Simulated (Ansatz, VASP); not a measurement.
## C in VASP and in Ansatz

Contents of POSCAR:

```
C
1.0
    0.0000000000      1.5827675000      1.7834000000
    1.9840325000      0.0000000000      1.7834000000
    1.9840325000      1.5827675000      0.0000000000
C
2
Direct
    0.5000000000      0.5000000000      0.5000000000
    0.7500000000      0.7500000000      0.7500000000
```

The input INCAR.step1:

```
SYSTEM = C
PREC = Accurate
ENCUT = 910
ISMEAR = 0
SIGMA = 0.05
LREAL = .False.
LASPH = .True.
NELM = 120
NBANDS = 11
GGA = PE
ALGO = Normal
EDIFF = 1E-5
LWAVE = .True.
LCHARG = .False.
GGA_COMPAT = .False.
```

The input INCAR.step2:

```
SYSTEM = C
PREC = Accurate
ENCUT = 910
EDIFF = 1E-6
ISMEAR = 0
SIGMA = 0.05
LREAL = .False.
LASPH = .True.
NELM = 120
ALGO = Normal
ISIF = 2
LWAVE = .False.
LCHARG = .False.
METAGGA = R2SCAN
LMIXTAU = .True.
NBANDS = 11
ISTART = 1
GGA_COMPAT = .False.
```

Contents of KPOINTS:

```
Automatic mesh
0
Gamma
  12 12 12
  0 0 0
```

Input for Ansatz:

```yaml
crystal:
  lattice:
    - [0.0, 1.5827675, 1.7834]
    - [1.9840325, 0.0, 1.7834]
    - [1.9840325, 1.5827675, 0.0]
  atoms:
    - { symbol: C, position: [0.5, 0.5, 0.5] }
    - { symbol: C, position: [0.75, 0.75, 0.75] }
basis:
  ecutwfc: 500
kpoints:
  mp_grid: { grid: [12, 12, 12] }
hamiltonian:
  xc: r2scan
scf:
  occupations: { method: gaussian, width: 0.05 }
output:
  forces: true
  stress: true
  eigenvalues: true
```

Change from the starting cell: strain +0.1125 x Voigt [1, -1, 0, 0, 0, 0], atoms carried along.

Alike in both runs: task single point; functional r2SCAN; k mesh 12 × 12 × 12; occupations gaussian, width 0.05 eV; no spin polarisation.

```csv
,VASP,Ansatz
version,VASP 6.6.1,Ansatz 0.2.0
potentials or method,"VASP PAW PBE potentials, release 64 (C_h), cutoff 910 eV","scalar-relativistic, plane waves, PAW"
valence electrons in the cell,8,8
```

|  | VASP | Ansatz | Ansatz less VASP |
| --- | --- | --- | --- |
| gap on the k mesh at the Fermi level (eV) | 0.07 | 0.07 | +0.001 |
| least direct gap on the mesh (eV) | 3.15 | 3.15 | +0.004 |

VASP's potentials were made for PBE, not for r2SCAN.

Noted on VASP's run: the cutoff is short for stress, so the pressure is rough.
